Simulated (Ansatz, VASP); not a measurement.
**B: VASP beside Ansatz**

Contents of INCAR:

```
SYSTEM = B
PREC = Accurate ; ENCUT = 600
EDIFF = 1E-6 ; ISMEAR = 0
SIGMA = 0.1 ; LREAL = .FALSE.
LASPH = .TRUE. ; NELM = 60
ALGO = Normal ; ISIF = 3
LWAVE = .FALSE. ; LCHARG = .FALSE.
GGA = PE ; IBRION = 2
NSW = 90 ; EDIFFG = -0.04
```

The input KPOINTS:

```
regular mesh
0
G
  9 9 6
  0 0 0
```

Contents of POSCAR:

```
B
1.0
    2.7912484570      0.0000000000      0.0000000000
   -1.3956242285      2.4172920720      0.0000000000
    0.0000000000      0.0000000000      3.1667648111
B
3
Direct
    0.2254000000      0.0000000000      0.3333333333
    0.0000000000      0.2254000000      0.6666666667
    0.7746000000      0.7746000000      0.0000000000
```

Input for Ansatz:

```yaml
crystal:
  lattice:
    - [2.791248457, 0.0, 0.0]
    - [-1.3956242285, 2.417292072, 0.0]
    - [0.0, 0.0, 3.1667648111]
  atoms:
    - { symbol: B, position: [0.2254, 0.0, 0.3333333333] }
    - { symbol: B, position: [0.0, 0.2254, 0.6666666667] }
    - { symbol: B, position: [0.7746, 0.7746, 0.0] }
basis:
  ecutwfc: 420
kpoints:
  mp_grid: { grid: [9, 9, 6] }
hamiltonian:
  xc: pbe
scf:
  occupations: { method: gaussian, width: 0.1 }
  lower_state_search: "off"
output:
  forces: true
  stress: true
  eigenvalues: true
relax:
  adjacent_minimum: "off"
  f_tol: 0.04
  max_steps: 70
  cell: { stress_tol: 0.4 }
```

Alike in both runs: task relaxation of cell and atoms; functional PBE; k mesh 9 × 9 × 6; occupations gaussian, width 0.1 eV; no spin polarisation.

|  | VASP | Ansatz |
| --- | --- | --- |
| version | VASP 6.6.1 | Ansatz 0.2.0 |
| potentials or method | VASP PAW PBE potentials, release 64 (B), cutoff 600 eV | scalar-relativistic, plane waves, PAW |
| valence electrons in the cell | 9 | 9 |

Ansatz gave:

| Property | Result |
| --- | --- |
| gap on the k mesh at the Fermi level, each at its own relaxed structure (eV) | none |
| relaxed volume (Å³/atom) | 6.69 |
| relaxed cell length with the largest relative difference (Å) | 3.354 |

Task: Which values does VASP return?

Result: gap on the k mesh at the Fermi level, each at its own relaxed structure (eV): none; relaxed volume (Å³/atom): 6.70; relaxed cell length with the largest relative difference (Å): 3.358.

A gap of «none» marks a metal or a gap that the smearing closes.
